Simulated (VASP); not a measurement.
# Si16B (a cell with a defect) in VASP: a series of runs, part 2 of 2

VASP 6.6.1.

### Step 3. Single point, LDA, collinear spin

INCAR reads:

```
PREC = Accurate ; ENCUT = 520
EDIFF = 1E-6 ; ISMEAR = -1
SIGMA = 0.02 ; LREAL = Auto
LASPH = True ; NELM = 150
ALGO = Normal ; ISIF = 2
LWAVE = False ; LCHARG = True
ISPIN = 2 ; MAGMOM = 0 0 0 0 0 0 0 0 0 0 0 0 0 0 0 0 1
LORBIT = 11 ; LELF = True
LVHAR = True ; NBANDS = 52
```

KPOINTS reads:

```
Automatic mesh
0
Gamma
  2 2 2
```

POSCAR reads:

```
Si16B
1.0
    0.0000000000      5.4300000000      5.4300000000
    5.4300000000      0.0000000000      5.4300000000
    5.4300000000      5.4300000000      0.0000000000
Si B
16 1
Direct
   -0.0012228640      0.0053002841     -0.0019862378
    0.1155457330      0.1310707019      0.1283390218
   -0.0050617546      0.0010905056      0.5008738467
    0.1180467255      0.1260078962      0.6254092766
   -0.0008089560      0.5043338750      0.0039917831
    0.1215292138      0.6309191297      0.1294795826
   -0.0010539339      0.4987428318      0.5038311802
    0.1153949228      0.6283998708      0.6307658136
    0.4884195750      0.0118244951      0.0060299303
    0.6271547911      0.1330628011      0.1205472775
    0.4895199269     -0.0071301431      0.4917839290
    0.6191028960      0.1184776101      0.6205639084
    0.4965126745      0.5067805795      0.0057660149
    0.6273374864      0.6287259881      0.1282938258
    0.4887600778      0.5043354134      0.5122331115
    0.6271491960      0.6214031217      0.6317247866
    0.4517374398      0.8309598990      0.3338719992
```

Potentials or basis: VASP PAW LDA potentials, release 64 (Si, B).

Command:

```bash
$ cat potpaw_LDA.64/Si/POTCAR potpaw_LDA.64/B/POTCAR > POTCAR
$ mpirun -np 1 vasp_std > vasp.out
```

OUTCAR:

```text
PREC = Accurate
   ENCUT = 520
   EDIFF = 1E-6
   ISMEAR = -1
   LREAL = Auto
   LASPH = True
   NELM = 150
   ISIF = 2
   ISPIN = 2
   LORBIT = 11

 ion  position               nearest neighbor table
   1  0.999  0.005  0.998-  10 2.33   4 2.34   2 2.34   6 2.35
   2  0.116  0.131  0.128-   3 2.34   9 2.34   1 2.34   5 2.34
   3  0.995  0.001  0.501-   4 2.34   2 2.34   8 2.34  12 2.36
   4  0.118  0.126  0.625-  11 2.33   3 2.34   1 2.34   7 2.34
   5  0.999  0.504  0.004-  14 2.33   8 2.34   2 2.34   6 2.35
   6  0.122  0.631  0.129-   5 2.35   7 2.35   1 2.35  13 2.35
   7  0.999  0.499  0.504-  16 2.33   4 2.34   8 2.34   6 2.35
   8  0.115  0.628  0.631-   3 2.34   7 2.34   5 2.34  15 2.34
   9  0.488  0.012  0.006-  17 2.13   2 2.34  10 2.35  14 2.40  12 2.42
  10  0.627  0.133  0.121-   1 2.33  11 2.34  13 2.34   9 2.35  17 2.65
  11  0.490  0.993  0.492-  17 2.31   4 2.33  10 2.34  16 2.34  12 2.41
  12  0.619  0.118  0.621-   3 2.36  11 2.41   9 2.42  15 2.42
  13  0.497  0.507  0.006-  10 2.34  16 2.35   6 2.35  14 2.35
  14  0.627  0.629  0.128-  17 2.23   5 2.33  13 2.35   9 2.40  15 2.41
  15  0.489  0.504  0.512-  17 2.12   8 2.34  16 2.35  14 2.41  12 2.42
  16  0.627  0.621  0.632-   7 2.33  11 2.34  13 2.35  15 2.35  17 2.62
  17  0.452  0.831  0.334-  15 2.12   9 2.13  14 2.23  11 2.31  16 2.62  10 2.65

  LATTYP: Found a face centered cubic cell.
 ALAT       =    10.8600000000

  Lattice vectors:

 A1 = (   0.0000000000,   5.4300000000,   5.4300000000)
 A2 = (   5.4300000000,   0.0000000000,   5.4300000000)
 A3 = (   5.4300000000,   5.4300000000,   0.0000000000)

Analysis of symmetry for initial positions (statically):
=====================================================================
 Subroutine PRICEL returns:
 Original cell was already a primitive cell.

 Routine SETGRP: Setting up the symmetry group for a
 face centered cubic supercell.

 Subroutine GETGRP returns: Found  1 space group operations
 (whereof  1 operations were pure point group operations)
 out of a pool of 48 trial point group operations.

The static configuration has the point symmetry C_1 .

[... 586 lines left out ...]
  band No.  band energies     occupation
      1      -6.3807      1.00000
      2      -4.2485      1.00000
      3      -3.9601      1.00000
      4      -3.8565      1.00000
      5      -3.6533      1.00000
      6      -2.5472      1.00000
[... 373 lines left out ...]
     44       9.7384      0.00000
     45      10.1257      0.00000
 [bands above 45 left out]

------------------------ aborting loop because EDIFF is reached ----------------------------------------

  FORCE on cell =-STRESS in cart. coord.  units (eV):
  Direction    XX          YY          ZZ          XY          YZ          ZX
  --------------------------------------------------------------------------------------
  -------------------------------------------------------------------------------------
  Total       -0.5700583     -0.8447368     -0.8003031     -0.9522891      0.8212755     -0.8964243
  in kB       -2.8523341     -4.2267108     -4.0043830     -4.7648572      4.1093198     -4.4853334
  external PRESSURE =      -3.6944760 kB  Pullay stress =       0.0000000 kB

 VOLUME and BASIS-vectors are now :
 -----------------------------------------------------------------------------
  energy-cutoff  :      520.00
  volume of cell :      320.21
      direct lattice vectors                 reciprocal lattice vectors
     0.000000000  5.430000000  5.430000000    -0.092081031  0.092081031  0.092081031
     5.430000000  0.000000000  5.430000000     0.092081031 -0.092081031  0.092081031
     5.430000000  5.430000000  0.000000000     0.092081031  0.092081031 -0.092081031

 POSITION                                       TOTAL-FORCE (eV/Angst)
 -----------------------------------------------------------------------------------
      5.44800     10.84257      5.45214        -0.004007      0.001570     -0.005349
      1.40859      1.32429      1.33913         0.001239     -0.009521      0.001719
      2.72567      8.12226      5.40844        -0.012651      0.009793     -0.006029
      4.08020      4.03697      1.32522         0.008855     -0.002510      0.007913
      2.76021      5.44728      8.16414         0.006540      0.000057      0.003030
      4.12897      1.36298      4.08579        -0.003638      0.007139     -0.003599
[... 9 lines left out ...]
      6.80448      6.83569      6.77964         0.000172     -0.002215      0.000115
      6.32504      4.26586      6.96505         0.005629      0.000049      0.006623
 -----------------------------------------------------------------------------------
    total drift:                                0.006925      0.002022      0.007850

  FREE ENERGIE OF THE ION-ELECTRON SYSTEM (eV)
  ---------------------------------------------------
  free  energy   TOTEN  =       -98.0767714728 eV

  energy  without entropy=      -98.0750532107  energy(sigma->0) =      -98.07591234

 total charge

# of ion       s       p       d       tot
------------------------------------------
    1        0.746   0.968   0.000   1.714
    2        0.756   0.949   0.000   1.705
    3        0.751   0.956   0.000   1.708
    4        0.752   0.961   0.000   1.713
    5        0.751   0.962   0.000   1.714
    6        0.746   0.965   0.000   1.711
[... 9 lines left out ...]
   16        0.765   0.933   0.000   1.698
   17        0.786   0.878   0.000   1.664
--------------------------------------------------
tot         12.877  16.019   0.000  28.896

 magnetization (x)

# of ion       s       p       d       tot
------------------------------------------
    1        0.000   0.000   0.000   0.000
    2       -0.000  -0.000   0.000  -0.000
    3        0.000  -0.000   0.000  -0.000
    4        0.000  -0.000   0.000   0.000
    5       -0.000   0.000   0.000   0.000
    6        0.000   0.000   0.000   0.000
[... 9 lines left out ...]
   16       -0.000  -0.000   0.000  -0.000
   17       -0.000  -0.000   0.000  -0.000
--------------------------------------------------
tot         -0.000  -0.000   0.000  -0.000
```

OSZICAR:

```text
N       E                     dE             d eps       ncg     rms          rms(c)
DAV:   1     0.145414502689E+03    0.14541E+03   -0.25538E+04  1664   0.106E+03
DAV:   2    -0.857869064909E+02   -0.23120E+03   -0.21656E+03  2032   0.161E+02
DAV:   3    -0.100185812927E+03   -0.14399E+02   -0.14059E+02  2148   0.359E+01
DAV:   4    -0.100486947903E+03   -0.30113E+00   -0.30010E+00  2112   0.633E+00
DAV:   5    -0.100494739866E+03   -0.77920E-02   -0.77844E-02  2156   0.955E-01    0.148E+01
DAV:   6    -0.986933011207E+02    0.18014E+01   -0.23891E+00  2040   0.506E+00    0.895E+00
DAV:   7    -0.981166680789E+02    0.57663E+00   -0.13803E+00  1940   0.334E+00    0.301E+00
DAV:   8    -0.980760726641E+02    0.40595E-01   -0.20322E-01  2044   0.132E+00    0.577E-01
DAV:   9    -0.980764054043E+02   -0.33274E-03   -0.14095E-02  2112   0.450E-01    0.342E-01
DAV:  10    -0.980766760866E+02   -0.27068E-03   -0.23131E-03  2036   0.162E-01    0.180E-01
DAV:  11    -0.980767409556E+02   -0.64869E-04   -0.30381E-04  2056   0.633E-02    0.938E-02
DAV:  12    -0.980767619919E+02   -0.21036E-04   -0.95476E-05  2044   0.335E-02    0.455E-02
DAV:  13    -0.980767707944E+02   -0.88025E-05   -0.14866E-05  2040   0.132E-02    0.160E-02
DAV:  14    -0.980767714728E+02   -0.67838E-06   -0.24717E-06  1628   0.552E-03
   1 F= -.98076771E+02 E0= -.98075912E+02  d E =-.171826E-02  mag=    -0.0000
```

stdout:

```text
POSCAR found type information on POSCAR SiB
 POSCAR found :  2 types and      17 ions
 scaLAPACK will be used
 LDA part: xc-table for (Slater(with rela. corr.)+CA(PZ))
 , standard interpolation
 POSCAR, INCAR and KPOINTS ok, starting setup
 FFT: planning ... GRIDC
 FFT: planning ... GRID_SOFT
 FFT: planning ... GRID
 WAVECAR not read
 entering main loop
```

Wall time 4.1 min (1 thread of AMD EPYC 9R45 (Zen 5), shared host); peak memory 0.45 GiB.

What came out:

```yaml
Free_energy: -98.0768 eV
Pressure: -0.4 GPa
Largest_force: 0.022 eV/Å
Net_moment: 0.00 μB per cell
Valence_electrons_inside_the_program's_atomic_spheres: Si 1.71, 1.70, 1.69, 1.68 (each value once); B 1.66
```

Forces in eV/Å, atoms in the order of the input:
```
Si  -0.004  0.002 -0.005
Si   0.001 -0.010  0.002
Si  -0.013  0.010 -0.006
Si   0.009 -0.003  0.008
Si   0.007  0.000  0.003
Si  -0.004  0.007 -0.004
Si   0.007 -0.001 -0.002
Si  -0.013  0.003  0.007
Si  -0.001  0.008  0.002
Si   0.005 -0.002  0.000
Si  -0.020 -0.001 -0.010
Si   0.011 -0.013  0.008
Si   0.003 -0.004  0.009
Si   0.011  0.012 -0.008
Si  -0.006 -0.006 -0.011
Si   0.000 -0.002  0.000
B    0.006  0.000  0.007
```

Caveat: the k points lie up to 0.50 Å⁻¹ apart.
